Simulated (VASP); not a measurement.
# Hg (P6_3/mmc) in VASP: further runs

Hg is run at these levels: PBEsol; tasks: relaxation of cell and atoms.

Everything below comes from runs of VASP 6.6.1. Logs are shortened: lines on timing, memory, paths and dates and some standing lists are left out, and cuts for length are marked.

## 1. The cell of the first run

It takes space group P6_3/mmc (No. 194, hexagonal). Conventional cell: a = 2.582 Å, b = 2.582 Å, c = 4.184 Å, α = 90.00°, β = 90.00°, γ = 120.00°. Within 3.4 Å of Hg (site symmetry -6m2) lie 12 Hg at 2.57 to 2.58 Å.

## 2. Relaxation of cell and atoms, PBEsol, target pressure 230 GPa, at which the enthalpy is minimised

INCAR reads:

```
PREC = Accurate
ENCUT = 600
EDIFF = 1E-6
ISMEAR = -1
SIGMA = 0.05
LREAL = False
LASPH = True
NELM = 100
ALGO = Normal
ISIF = 3
LWAVE = False
LCHARG = False
GGA = PS
IBRION = 2
NSW = 60
EDIFFG = -0.005
PSTRESS = 2300.0
```

KPOINTS reads:

```
regular mesh
0
Gamma
  17 17 9
```

POSCAR reads:

```
Hg
1.0
    2.5824431255      0.0000000000      0.0000000000
   -1.2912215628      2.2364613505      0.0000000000
    0.0000000000      0.0000000000      4.1835578633
Hg
2
Direct
    0.3333333333      0.6666666667      0.2500000000
    0.6666666667      0.3333333333      0.7500000000
```

Potentials or basis: VASP PAW PBE potentials, release 64 (Hg).

Launch:

```sh
cat potpaw_PBE.64/Hg/POTCAR > POTCAR
mpirun -np 1 vasp_std > vasp.out
```

OUTCAR:

```text
PREC = Accurate
   ENCUT = 600
   EDIFF = 1E-6
   ISMEAR = -1
   LREAL = False
   LASPH = True
   NELM = 100
   ISIF = 3
   GGA = PS
   IBRION = 2
   NSW = 60
   EDIFFG = -0.005
   PSTRESS = 2300.0

 ion  position               nearest neighbor table
   1  0.333  0.667  0.250-   2 2.57   2 2.57   2 2.57   2 2.57   2 2.57   2 2.57   2 3.64   2 3.64
                             2 3.64   2 3.64   2 3.64   2 3.64
   2  0.667  0.333  0.750-   1 2.57   1 2.57   1 2.57   1 2.57   1 2.57   1 2.57   1 3.64   1 3.64
                             1 3.64   1 3.64   1 3.64   1 3.64

  LATTYP: Found a hexagonal cell.
 ALAT       =     2.5824431255
 C/A-ratio  =     1.6200000000

  Lattice vectors:

 A1 = (   2.5824431255,   0.0000000000,   0.0000000000)
 A2 = (  -1.2912215628,   2.2364613505,   0.0000000000)
 A3 = (   0.0000000000,   0.0000000000,   4.1835578633)

Analysis of symmetry for initial positions (statically):
=====================================================================
 Subroutine PRICEL returns:
 Original cell was already a primitive cell.

 Routine SETGRP: Setting up the symmetry group for a
 hexagonal supercell.

 Subroutine GETGRP returns: Found 24 space group operations
 (whereof 12 operations were pure point group operations)
 out of a pool of 24 trial point group operations.

The static configuration has the point symmetry D_3d.
 The point group associated with its full space group is D_6h.

Analysis of symmetry for dynamics (positions and initial velocities):
=====================================================================
 Subroutine PRICEL returns:
 Original cell was already a primitive cell.

 Routine SETGRP: Setting up the symmetry group for a
 hexagonal supercell.

 Subroutine GETGRP returns: Found 24 space group operations
 (whereof 12 operations were pure point group operations)
 out of a pool of 24 trial point group operations.

The dynamic configuration has the point symmetry D_3d.
 The point group associated with its full space group is D_6h.

 Subroutine INISYM returns: Found 24 space group operations
 (whereof 12 operations are pure point group operations),
 and found     1 'primitive' translations

----------------------------------------------------------------------------------------

                                     Primitive cell

  volume of cell :      24.1623

  direct lattice vectors                    reciprocal lattice vectors
     2.582443126  0.000000000  0.000000000     0.387230212  0.223567467  0.000000000
    -1.291221563  2.236461350  0.000000000     0.000000000  0.447134935  0.000000000
     0.000000000  0.000000000  4.183557863     0.000000000  0.000000000  0.239030995

  length of vectors
     2.582443126  2.582443126  4.183557863     0.447134935  0.447134935  0.239030995

  position of ions in fractional coordinates (direct lattice)
     0.333333333  0.666666667  0.250000000
     0.666666667  0.333333333  0.750000000

  ion indices of the primitive-cell ions
   primitive index   ion index
                 1           1
                 2           2

----------------------------------------------------------------------------------------

 KPOINTS: regular mesh

Automatic generation of k-mesh.
 Grid dimensions read from file:
 generate k-points for:   17   17    9

 Generating k-lattice:

  Cartesian coordinates                     Fractional coordinates (reciprocal lattice)
     0.022778248  0.013151027  0.000000000     0.058823529 -0.000000000  0.000000000
     0.000000000  0.026302055  0.000000000     0.000000000  0.058823529  0.000000000
     0.000000000  0.000000000  0.026558999     0.000000000  0.000000000  0.111111111

  Length of vectors
     0.026302055  0.026302055  0.026558999

  Shift w.r.t. Gamma in fractional coordinates (k-lattice)
     0.000000000  0.000000000  0.000000000

 Subroutine IBZKPT returns following result:
 ===========================================

 Found    165 irreducible k-points:

 Following reciprocal coordinates:
            Coordinates               Weight
  0.000000  0.000000  0.000000      1.000000
  0.058824  0.000000  0.000000      6.000000
  0.117647  0.000000  0.000000      6.000000
  0.176471  0.000000  0.000000      6.000000
  0.235294  0.000000  0.000000      6.000000
  0.294118 -0.000000  0.000000      6.000000
[... 16 lines left out ...]
  0.411765  0.117647  0.000000     12.000000
  0.176471  0.176471  0.000000      6.000000
 [... further k-points ...]
   k-points           NKPTS =    165   k-points in BZ     NKDIM =    165   number of bands    NBANDS=     16
   number of dos      NEDOS =    301   number of ions     NIONS =      2
   total plane-waves  NPLWV =  20736
   dimension x,y,z NGX =    24 NGY =   24 NGZ =   36
   dimension x,y,z NGXF=    48 NGYF=   48 NGZF=   72
   ions per type =               2
   NGX,Y,Z   is equivalent  to a cutoff of  15.45, 15.45, 14.31 a.u.
   NGXF,Y,Z  is equivalent  to a cutoff of  30.90, 30.90, 28.61 a.u.
 SYSTEM =  unknown system
   PREC   = accura    normal or accurate (medium, high low for compatibility)
   ISTART =      0    job   : 0-new  1-cont  2-samecut
   ICHARG =      2    charge: 1-file 2-atom 10-const
   ISPIN  =      1    spin polarized calculation?
   LNONCOLLINEAR =      F non collinear calculations
   LSORBIT =      F    spin-orbit coupling
   LASPH  =      T    aspherical Exc in radial PAW
   ENCUT  =  600.0 eV  44.10 Ry    6.64 a.u.   5.16  5.16  8.36*2*pi/ulx,y,z
   NELM   =    100;   NELMIN=  2; NELMDL= -5     # of ELM steps
   EDIFF  = 0.1E-05   stopping-criterion for ELM
   LREAL  =      F    real-space projection
   EDIFFG = -.5E-02   stopping-criterion for IOM
   NSW    =     60    number of steps for IOM
   IBRION =      2    ionic relax: 0-MD 1-quasi-New 2-CG
   NFREE  =      1    steps in history (QN), initial steepest desc. (CG)
   ISIF   =      3    stress and relaxation
   ISYM   =      2    0-nonsym 1-usesym 2-fastsym
   POTIM  = 0.5000    time-step for ionic-motion
   TEBEG  =    0.0;   TEEND  =   0.0 temperature during run
   PSTRESS= 2300.0 pullay stress
   NELECT =      24.0000    total number of electrons
   NUPDOWN=      -1.0000    fix difference up-down
   EMIN   =  10.00;   EMAX   =-10.00  energy-range for DOS
   EFERMI =   0.00;   METHOD = LEGACY
   ISMEAR =    -1;   SIGMA  =   0.05  broadening in eV -4-tet -1-fermi 0-gaus
   EFERMI_NEDOS =   21; number of points for ismear=-14 and -15
   IALGO  =     38    algorithm
   IMIX   =      4    mixing-type and parameters
     AMIX     =   0.40;   BMIX     =  1.00
     AMIX_MAG =   1.60;   BMIX_MAG =  1.00
  volume/ion in A,a.u.               =      12.08        81.53
  Fermi-wavevector in a.u.,A,eV,Ry     =   1.633425  3.086726 36.301406  2.668078
  Thomas-Fermi vector in A             =   2.725232
   LORBIT       =      0    0 simple, 1 ext, 2 COOP (PROOUT), +10 PAW based schemes
   GGA     = PS    functional components
   LHFCALC =     F    Hartree Fock is set to
   AEXX    =    0.0000 exact exchange contribution
   IVDW    =     0    specifies the selected vdW correction
   LEPSILON=     F    determine dielectric tensor
   LRPA    =     F    only Hartree local field effects (RPA)
 conjugate gradient relaxation of ions
 non-spin polarized calculation
  energy-cutoff  :      600.00
  volume of cell :       24.16
 maximum number of plane-waves:       821
 NGX is ok and might be reduce to    24
   NGX = 11   NGY = 11   NGZ = 17

--------------------------------------- Ionic step        1  -------------------------------------------

 number of electron      24.0000001 magnetization

 Free energy of the ion-electron system (eV)
  ---------------------------------------------------
  ext. energy  EPLUGINS =         0.00000000
  ---------------------------------------------------
  free energy    TOTEN  =         6.82204831 eV

  energy without entropy =        6.82314255  energy(sigma->0) =        6.82259543

------------------------ aborting loop because EDIFF is reached ----------------------------------------

  FORCE on cell =-STRESS in cart. coord.  units (eV):
  Direction    XX          YY          ZZ          XY          YZ          ZX
  --------------------------------------------------------------------------------------
  -------------------------------------------------------------------------------------
  Total       36.3489803     36.3489803     36.7058480     -0.0000000      0.0000000      0.0000000
  in kB     2410.2654299   2410.2654299   2433.9289774     -0.0000001      0.0000000      0.0000000
  external PRESSURE =     118.1532791 kB  Pullay stress =    2300.0000000 kB

 VOLUME and BASIS-vectors are now :
 -----------------------------------------------------------------------------
  energy-cutoff  :      600.00
  volume of cell :       24.16
      direct lattice vectors                 reciprocal lattice vectors
     2.582443126  0.000000000  0.000000000     0.387230212  0.223567467  0.000000000
    -1.291221563  2.236461350  0.000000000     0.000000000  0.447134935  0.000000000
     0.000000000  0.000000000  4.183557863     0.000000000  0.000000000  0.239030995
[... 160 lines left out ...]
  FREE ENERGIE OF THE ION-ELECTRON SYSTEM (eV)
  ---------------------------------------------------
  free  energy   TOTEN  =         6.4338419137 eV

  energy  without entropy=        6.4352550605  energy(sigma->0) =        6.43454849

  enthalpy is  TOTEN    =        41.4981222470 eV   P V=       35.0642803333

--------------------------------------- Ionic step        6  -------------------------------------------

 number of electron      24.0000000 magnetization

 Free energy of the ion-electron system (eV)
  ---------------------------------------------------
  ext. energy  EPLUGINS =         0.00000000
  ---------------------------------------------------
  free energy    TOTEN  =         6.43143861 eV

  energy without entropy =        6.43272707  energy(sigma->0) =        6.43208284

 E-fermi :  12.2611     XC(G=0): -14.9597

 val. band max:       12.2055536832   @ k =   0.2941   0.0588   0.0000
 cond. band min:      12.3270186867   @ k =   0.2941  -0.0000   0.0000
 fundamental gap:      0.1214650036
 Fermi energy:        12.2610509393

 k-point     1 :       0.0000    0.0000    0.0000
  band No.  band energies     occupation
      1      -6.2063      2.00000
      2      -3.7412      2.00000
      3      -0.2281      2.00000
      4      -0.0862      2.00000
      5      -0.0862      2.00000
      6       0.4596      2.00000
[... 8 lines left out ...]
     15      26.4630      0.00000
     16      27.2651      0.00000
[... 419 lines left out ...]
 k-point    24 :       0.1765    0.1765    0.0000
  band No.  band energies     occupation
      1      -3.1684      2.00000
      2      -2.0210      2.00000
      3      -1.5398      2.00000
      4      -1.5000      2.00000
      5      -0.2564      2.00000
      6       0.0949      2.00000
[... 8 lines left out ...]
     15      18.9800      0.00000
     16      24.6476      0.00000

 [... further k-points ...]

------------------------ aborting loop because EDIFF is reached ----------------------------------------

  FORCE on cell =-STRESS in cart. coord.  units (eV):
  Direction    XX          YY          ZZ          XY          YZ          ZX
  --------------------------------------------------------------------------------------
  -------------------------------------------------------------------------------------
  Total       35.0714785     35.0714785     35.0699753     -0.0000000      0.0000000      0.0000000
  in kB     2300.3253974   2300.3253973   2300.2268023     -0.0000001      0.0000000      0.0000000
  external PRESSURE =       0.2925323 kB  Pullay stress =    2300.0000000 kB

 VOLUME and BASIS-vectors are now :
 -----------------------------------------------------------------------------
  energy-cutoff  :      600.00
  volume of cell :       24.43
      direct lattice vectors                 reciprocal lattice vectors
     2.588278863 -0.000000000 -0.000000000     0.386357133  0.223063395 -0.000000000
    -1.294139431  2.241515247  0.000000000     0.000000000  0.446126789 -0.000000000
     0.000000000  0.000000000  4.210392858    -0.000000000 -0.000000000  0.237507528

 POSITION                                       TOTAL-FORCE (eV/Angst)
 -----------------------------------------------------------------------------------
     -0.00000      1.49434      1.05260         0.000000     -0.000000      0.000000
      1.29414      0.74717      3.15779        -0.000000      0.000000      0.000000
 -----------------------------------------------------------------------------------
    total drift:                                0.000000     -0.000000      0.000000

  FREE ENERGIE OF THE ION-ELECTRON SYSTEM (eV)
  ---------------------------------------------------
  free  energy   TOTEN  =         6.4314386111 eV

  energy  without entropy=        6.4327270711  energy(sigma->0) =        6.43208284

  enthalpy is  TOTEN    =        41.4979560494 eV   P V=       35.0665174383

 reached required accuracy - stopping structural energy minimisation
```

It took 6.2 min on 1 thread of Oxide Virtual Turin-like, shared host; peak memory 0.18 GiB.

Results:

| Item | Value |
| --- | --- |
| Free energy | 6.4314 eV |
| Relaxed volume | 12.21 Å³/atom |
| Relaxed cell | a = 2.588 Å, b = 2.588 Å, c = 4.210 Å, α = 90.00°, β = 90.00°, γ = 120.00° |
| Space group after relaxing (to 0.1 Å) | P6_3/mmc (No. 194) |
| Energy change on relaxing (the run minimises the enthalpy) | -195.3 meV/atom |
| Ionic steps | 6 |
| Pressure after relaxing | 230.0 GPa |
| Band gap on the k mesh | zero (bands 12 and 13 overlap by 1.50 eV) |

Step by step:
```
step  energy change (eV)  largest force (eV/Å)  pressure (GPa)  volume (Å³)
   1              0.0000                0.0000          241.82        24.16
   2             -3.6751                0.0000          132.02        27.41
   3             -0.4198                0.0000          229.10        24.45
   4             -0.3932                0.0000          229.90        24.43
   5             -0.3882                0.0000          230.11        24.43
   6             -0.3906                0.0000          230.03        24.43
```

Final structure:
```yaml
crystal:
  lattice:
    - [2.58828, 0.00000, 0.00000]
    - [-1.29414, 2.24152, 0.00000]
    - [0.00000, 0.00000, 4.21039]
  atoms:
    - { symbol: Hg, position: [0.33333, 0.66667, 0.25000] }
    - { symbol: Hg, position: [0.66667, 0.33333, 0.75000] }
```

Caveat: the cell is relaxed towards a set pressure, so the run minimises the enthalpy, not the energy; the PAW data sets were made with another functional, which shifts forces and pressure a little; spin-orbit coupling is left out, which moves the levels of the heavy elements.

## 3. Relaxation of cell and atoms, PBEsol, target pressure 230 GPa, at which the enthalpy is minimised

INCAR reads:

```
ALGO = Normal ; EDIFF = 1E-7
EDIFFG = -0.005 ; ENCUT = 600
GGA = PS ; IBRION = 2
ISIF = 3 ; ISMEAR = -1
LASPH = True ; LCHARG = False
LREAL = False ; LWAVE = False
NELM = 60 ; NSW = 32
PREC = Accurate ; PSTRESS = 2300.0
SIGMA = 0.05
```

KPOINTS reads:

```
k-points
0
Gamma
  17 17 9
```

POSCAR reads:

```
Hg
1.0
    2.5773879356      0.0000000000      0.0000000000
   -1.2886939678      2.2320834276      0.0000000000
    0.0000000000      0.0000000000      4.1943885066
Hg
2
Direct
    0.3333333333      0.6666666667      0.2500000000
    0.6666666667      0.3333333333      0.7500000000
```

Potentials or basis: VASP PAW PBE potentials, release 64 (Hg).

Launch:

```sh
cat potpaw_PBE.64/Hg/POTCAR > POTCAR
mpirun -np 1 vasp_std > vasp.out
```

Wall time 6.7 min (1 thread of Oxide Virtual Turin-like, shared host); peak memory 0.18 GiB.

It converged, with:

```yaml
Free_energy: 6.4311 eV
Relaxed_volume: 12.21 Å³/atom
Relaxed_cell: a = 2.588 Å, b = 2.588 Å, c = 4.210 Å, α = 90.00°, β = 90.00°, γ = 120.00°
Space_group_after_relaxing_to_0.1_Å: P6_3/mmc (No. 194)
Energy_change_on_relaxing_the_run_minimises_the_enthalpy: -219.6 meV/atom
Ionic_steps: 8
Pressure_after_relaxing: 230.0 GPa
Band_gap_on_the_k_mesh: zero (bands 12 and 13 overlap by 1.50 eV)
```

Step by step:
| step | energy change (eV) | largest force (eV/Å) | pressure (GPa) | volume (Å³) |
| --- | --- | --- | --- | --- |
| 1 | 0.0000 | 0.0000 | 243.33 | 24.13 |
| 2 | -4.0374 | 0.0000 | 122.80 | 27.81 |
| 3 | -0.4733 | 0.0000 | 228.99 | 24.45 |
| 4 | -0.4403 | 0.0000 | 229.99 | 24.43 |
| 5 | -0.4317 | 0.0000 | 230.25 | 24.42 |
| 6 | -0.4330 | 0.0000 | 230.20 | 24.42 |
| 7 | -0.4327 | 0.0000 | 230.21 | 24.42 |
| 8 | -0.4393 | 0.0000 | 230.01 | 24.43 |

Final structure:
```
Hg
1.0
     2.58830    0.00000    0.00000
    -1.29415    2.24153    0.00000
     0.00000    0.00000    4.21038
Hg
2
Direct
  0.33333 0.66667 0.25000
  0.66667 0.33333 0.75000
```

Levels at points of the mesh, in eV from the Fermi level:
| k point | band 9 | band 10 | band 11 | band 12 | band 13 | band 14 | band 15 | band 16 |
| --- | --- | --- | --- | --- | --- | --- | --- | --- |
| (0.00, 0.00, 0.00) | -11.06 | -8.71 | -8.71 | -7.15 | -0.56 | 11.58 | 14.20 | 15.00 |

Caveat: the cell is relaxed towards a set pressure, so the run minimises the enthalpy, not the energy; the PAW data sets were made with another functional, which shifts forces and pressure a little; spin-orbit coupling is left out, which moves the levels of the heavy elements.

The gap in the log of VASP goes by the Fermi energy; the results here count the filled bands.